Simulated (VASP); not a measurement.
# BeS (I-4m2) in VASP: notebook, part 2 of 2

VASP 6.6.1. The steps go on from the part before.

## (3) Single point, PBEsol (15.17 Å³/atom)

Input file INCAR:

```
SYSTEM = BeS
ALGO = Normal
EDIFF = 1E-6
ENCUT = 520
GGA = PS
ISIF = 2
ISMEAR = 0
LASPH = .True.
LCHARG = .False.
LREAL = .False.
LWAVE = .False.
NBANDS = 11
NELM = 60
PREC = Accurate
SIGMA = 0.05
```

Input file KPOINTS:

```
k-points
0
Gamma
  10 10 10
  0 0 0
```

Input file POSCAR:

```
BeS
1.0
    0.0000000000      2.5564255052      2.4363151675
    2.4363151675      0.0000000000      2.4363151675
    2.4363151675      2.5564255052      0.0000000000
Be S
1 1
Direct
    0.0000000000      0.0000000000      0.0000000000
    0.7500000000      0.7500000000      0.7500000000
```

Potentials or basis: VASP PAW PBE potentials, release 64 (Be, S).

Run with:

```sh
$ cat potpaw_PBE.64/Be/POTCAR potpaw_PBE.64/S/POTCAR > POTCAR
$ mpirun -np 1 vasp_std > vasp.out
```

Wall time 1.8 min (1 thread of Intel Xeon 8259CL, shared host); peak memory 0.17 GiB.

It converged, with:

```yaml
Free_energy: -10.5129 eV
Pressure: -5.8 GPa
Band_gap_on_the_k_mesh: 2.86 eV (least direct gap 5.10 eV)
```

Stress tensor (GPa, compression positive):
```
-4.24  0.00  0.00
 0.00 -8.95  0.00
 0.00  0.00 -4.24
```

Levels at points of the mesh, in eV from the valence-band top:
```csv
k point,band 1,band 2,band 3,band 4,band 5,band 6,band 7,band 8
"(0.00, 0.00, 0.00)",-13.40,-0.27,0.00,0.00,5.10,5.53,5.53,5.60
"(0.50, 0.00, 0.00)",-11.93,-5.56,-1.26,-0.83,4.93,6.34,6.61,10.61
"(0.50, 0.50, 0.00)",-11.37,-4.74,-2.70,-2.63,2.86,4.63,12.00,12.10
"(0.50, 0.00, 0.50)",-11.58,-5.05,-2.30,-2.30,3.21,5.06,12.13,12.13
```

Caveat: the cell stands under tension; the PAW data sets were made with another functional, which shifts forces and pressure a little.

## (4) Single point, PBEsol (13.47 Å³/atom)

This run uses another cell than the first one, of 13.47 Å³/atom.

Input file INCAR:

```
SYSTEM = BeS
PREC = Accurate
ENCUT = 520
EDIFF = 1E-7
ISMEAR = 0
SIGMA = 0.05
LREAL = .FALSE.
LASPH = .TRUE.
NELM = 80
ALGO = Normal
ISIF = 2
LWAVE = .FALSE.
LCHARG = .FALSE.
GGA = PS
NBANDS = 11
```

Input file KPOINTS:

```
regular mesh
0
G
  10 10 10
  0 0 0
```

Input file POSCAR:

```
BeS
1.0
    0.0000000000      2.4310711627      2.3543203202
    2.3543203202      0.0000000000      2.3543203202
    2.3543203202      2.4310711627      0.0000000000
Be S
1 1
Direct
    0.0000000000      0.0000000000      0.0000000000
    0.7500000000      0.7500000000      0.7500000000
```

Potentials or basis: VASP PAW PBE potentials, release 64 (Be, S).

Run with:

```sh
$ cat potpaw_PBE.64/Be/POTCAR potpaw_PBE.64/S/POTCAR > POTCAR
$ mpirun -np 1 vasp_std > vasp.out
```

OUTCAR:

```text
SYSTEM = BeS
   PREC = Accurate
   ENCUT = 520
   EDIFF = 1E-7
   ISMEAR = 0
   LREAL = .FALSE.
   LASPH = .TRUE.
   NELM = 80
   ISIF = 2
   GGA = PS

 ion  position               nearest neighbor table
   1  0.000  0.000  0.000-   2 2.06   2 2.06   2 2.06   2 2.06
   2  0.750  0.750  0.750-   1 2.06   1 2.06   1 2.06   1 2.06

  LATTYP: Found a body centered tetragonal cell.
 ALAT       =     3.3295117270
 C/A-ratio  =     1.4603169245

  Lattice vectors:

[... 525 lines left out ...]

  FORCE on cell =-STRESS in cart. coord.  units (eV):
  Direction    XX          YY          ZZ          XY          YZ          ZX
  --------------------------------------------------------------------------------------
  -------------------------------------------------------------------------------------
  Total        1.0938516      0.5374492      1.0938516     -0.0000000      0.0000000      0.0000000
  in kB       65.0294703     31.9513520     65.0294703     -0.0000000      0.0000000      0.0000000
  external PRESSURE =      54.0034308 kB  Pullay stress =       0.0000000 kB

 VOLUME and BASIS-vectors are now :
 -----------------------------------------------------------------------------
  energy-cutoff  :      520.00
  volume of cell :       26.95
      direct lattice vectors                 reciprocal lattice vectors
     0.000000000  2.431071163  2.354320320    -0.212375519  0.205670656  0.212375519
     2.354320320  0.000000000  2.354320320     0.212375519 -0.205670656  0.212375519
     2.354320320  2.431071163  0.000000000     0.212375519  0.205670656 -0.212375519

 POSITION                                       TOTAL-FORCE (eV/Angst)
 -----------------------------------------------------------------------------------
      0.00000      0.00000      0.00000         0.000000      0.000000      0.000000
      3.53148      3.64661      3.53148        -0.000000     -0.000000      0.000000
 -----------------------------------------------------------------------------------
    total drift:                                0.000000     -0.000000      0.000000

  FREE ENERGIE OF THE ION-ELECTRON SYSTEM (eV)
  ---------------------------------------------------
  free  energy   TOTEN  =       -10.5353349989 eV

  energy  without entropy=      -10.5353349989  energy(sigma->0) =      -10.53533500
```

OSZICAR:

```text
N       E                     dE             d eps       ncg     rms          rms(c)
DAV:   1     0.193563639653E+02    0.19356E+02   -0.39637E+03  2252   0.631E+02
DAV:   2    -0.965885645862E+01   -0.29015E+02   -0.28097E+02  2962   0.117E+02
DAV:   3    -0.107468512124E+02   -0.10880E+01   -0.10860E+01  2971   0.227E+01
DAV:   4    -0.107527666380E+02   -0.59154E-02   -0.59143E-02  2753   0.193E+00
DAV:   5    -0.107528107960E+02   -0.44158E-04   -0.44157E-04  2935   0.161E-01    0.581E+00
DAV:   6    -0.105931513651E+02    0.15966E+00   -0.10973E-01  2638   0.160E+00    0.382E+00
DAV:   7    -0.105350113931E+02    0.58140E-01   -0.13261E-01  2761   0.184E+00    0.775E-01
DAV:   8    -0.105352923532E+02   -0.28096E-03   -0.59449E-03  2741   0.441E-01    0.157E-01
DAV:   9    -0.105353294345E+02   -0.37081E-04   -0.30832E-04  2789   0.116E-01    0.571E-02
DAV:  10    -0.105353301745E+02   -0.73995E-06   -0.28411E-05  2802   0.257E-02    0.121E-02
DAV:  11    -0.105353348057E+02   -0.46312E-05   -0.63607E-06  2616   0.159E-02    0.644E-03
DAV:  12    -0.105353349201E+02   -0.11435E-06   -0.84713E-08  2822   0.214E-03    0.214E-03
DAV:  13    -0.105353349989E+02   -0.78816E-07   -0.33353E-08  1569   0.973E-04
   1 F= -.10535335E+02 E0= -.10535335E+02  d E =-.400919E-18
```

stdout:

```text
POSCAR found type information on POSCAR BeS
 POSCAR found :  2 types and       2 ions
 scaLAPACK will be used
 -----------------------------------------------------------------------------
|                                                                             |
|                                                                             |
|     You enforced a specific xc type in the INCAR file but a different       |
|     I HOPE YOU KNOW WHAT YOU ARE DOING!                                     |
|                                                                             |
 -----------------------------------------------------------------------------

 LDA part: xc-table for (Slater+PW92), standard interpolation
 POSCAR, INCAR and KPOINTS ok, starting setup
 FFT: planning ... GRIDC
 FFT: planning ... GRID_SOFT
 FFT: planning ... GRID
 WAVECAR not read
 entering main loop
```

Wall time 16 s (1 thread of Intel Xeon Platinum 8559C (Emerald Rapids), shared host); peak memory 0.16 GiB.

What came out:

| Item | Value |
| --- | --- |
| Free energy | -10.5353 eV |
| Pressure | 5.4 GPa |
| Band gap on the k mesh | 2.64 eV (least direct gap 5.51 eV) |

Caveat: the cell stands under pressure; the PAW data sets were made with another functional, which shifts forces and pressure a little. A k mesh can miss the band edges.

## (5) Single point, PBEsol (13.81 Å³/atom)

This run uses another cell than the first one, of 13.81 Å³/atom.

Edit INCAR of step 4 so:

```diff
@@ -3,3 +3,3 @@
 ENCUT = 520
-EDIFF = 1E-7
+EDIFF = 1E-6
 ISMEAR = 0
```

Input file KPOINTS:

```
Automatic mesh
0
G
  10 10 10
  0 0 0
```

Input file POSCAR:

```
BeS
1.0
    0.0000000000      2.4777077447      2.3612958588
    2.3612958588      0.0000000000      2.3612958588
    2.3612958588      2.4777077447      0.0000000000
Be S
1 1
Direct
    0.0000000000      0.0000000000      0.0000000000
    0.7500000000      0.7500000000      0.7500000000
```

Run with:

```sh
$ cat potpaw_PBE.64/Be/POTCAR potpaw_PBE.64/S/POTCAR > POTCAR
$ mpirun -np 1 vasp_std > vasp.out
```

Wall time 16 s (1 thread of Intel Xeon Platinum 8559C (Emerald Rapids), shared host); peak memory 0.16 GiB.

It converged, with:

```yaml
Free_energy: -10.5448 eV
Pressure: 2.6 GPa
Band_gap_on_the_k_mesh: 2.63 eV (least direct gap 5.49 eV)
```

Stress tensor (GPa, compression positive):
```
 4.28  0.00  0.00
 0.00 -0.74  0.00
 0.00  0.00  4.28
```

Levels at points of the mesh, in eV from the valence-band top:
| k point | band 2 | band 3 | band 4 | band 5 | band 6 | band 7 |
| --- | --- | --- | --- | --- | --- | --- |
| (0.00, 0.00, 0.00) | -0.29 | 0.00 | 0.00 | 5.49 | 5.49 | 5.55 |
| (0.50, 0.00, 0.00) | -6.17 | -1.42 | -0.94 | 5.20 | 6.36 | 6.61 |
| (0.50, 0.50, 0.00) | -5.22 | -3.05 | -2.96 | 2.63 | 4.54 | 12.66 |
| (0.50, 0.00, 0.50) | -5.55 | -2.61 | -2.61 | 3.03 | 4.99 | 12.89 |

Caveat: the PAW data sets were made with another functional, which shifts forces and pressure a little. As with any semilocal functional, this PBEsol gap is likely too small.

## (6) Single point, PBEsol (13.82 Å³/atom)

This run uses another cell than the first one, of 13.82 Å³/atom.

Input file INCAR:

```
SYSTEM = BeS
ALGO = Normal ; EDIFF = 1E-6
ENCUT = 520 ; GGA = PS
ISIF = 2 ; ISMEAR = 0
LASPH = .True. ; LCHARG = .False.
LREAL = .False. ; LWAVE = .False.
NBANDS = 11 ; NELM = 60
PREC = Accurate ; SIGMA = 0.05
```

Input file KPOINTS:

```
k-points
0
Gamma
  10 10 10
  0 0 0
```

Input file POSCAR:

```
BeS
1.0
    0.0000000000      2.3739766935      2.4123327848
    2.4123327848      0.0000000000      2.4123327848
    2.4123327848      2.3739766935      0.0000000000
Be S
1 1
Direct
    0.0000000000      0.0000000000      0.0000000000
    0.7500000000      0.7500000000      0.7500000000
```

Potentials or basis: VASP PAW PBE potentials, release 64 (Be, S).

Run with:

```sh
$ cat potpaw_PBE.64/Be/POTCAR potpaw_PBE.64/S/POTCAR > POTCAR
$ mpirun -np 1 vasp_std > vasp.out
```

Wall time 16 s (1 thread of Intel Xeon Platinum 8559C (Emerald Rapids), shared host); peak memory 0.16 GiB.

Results (log left out):

* Free energy: -10.5569 eV
* Pressure: 2.6 GPa
* Band gap on the k mesh: 2.71 eV (least direct gap 5.53 eV)

Stress tensor (GPa, compression positive):
```
2.14 0.00 0.00
0.00 3.63 0.00
0.00 0.00 2.14
```

Levels at points of the mesh, in eV from the valence-band top:
```tsv
k point	band 2	band 3	band 4	band 5	band 6	band 7
(0.00, 0.00, 0.00)	-0.08	-0.08	0.00	5.53	5.55	5.55
(0.50, 0.00, 0.00)	-6.13	-1.22	-1.07	5.42	6.34	6.51
(0.50, 0.50, 0.00)	-5.33	-2.81	-2.78	2.84	4.78	12.90
(0.50, 0.00, 0.50)	-5.22	-2.93	-2.93	2.71	4.62	12.95
```

Caveat: the PAW data sets were made with another functional, which shifts forces and pressure a little. A k mesh can miss the band edges.

## (7) Summary

```csv
cell,gap on the mesh (eV),pressure (GPa)
"a = 3.511, b = 3.482 Å, angles 60.3, 59.5, 60.3°, 2 atoms",2.99,-5.8
"a = 3.531, b = 3.445 Å, angles 60.8, 58.4, 60.8°, 2 atoms",2.86,-5.8
"a = 3.384, b = 3.330 Å, angles 60.5, 58.9, 60.5°, 2 atoms",2.64,5.4
"a = 3.423, b = 3.339 Å, angles 60.8, 58.4, 60.8°, 2 atoms",2.63,2.6
"a = 3.385, b = 3.412 Å, angles 59.7, 60.5, 59.7°, 2 atoms",2.71,2.6
```

Alike in all rows: task single point; level PBEsol; potentials or basis VASP PAW PBE potentials, release 64 (Be, S); no spin polarisation; k mesh 10 × 10 × 10; cutoff (eV) 520; smearing gaussian 0.05 eV.

Caveats: the PAW data sets were made with another functional, which shifts forces and pressure a little; the cell stands under tension (at least some runs); the cell stands under pressure (at least some runs).

Absolute energies hang on the potentials; compare differences alone.
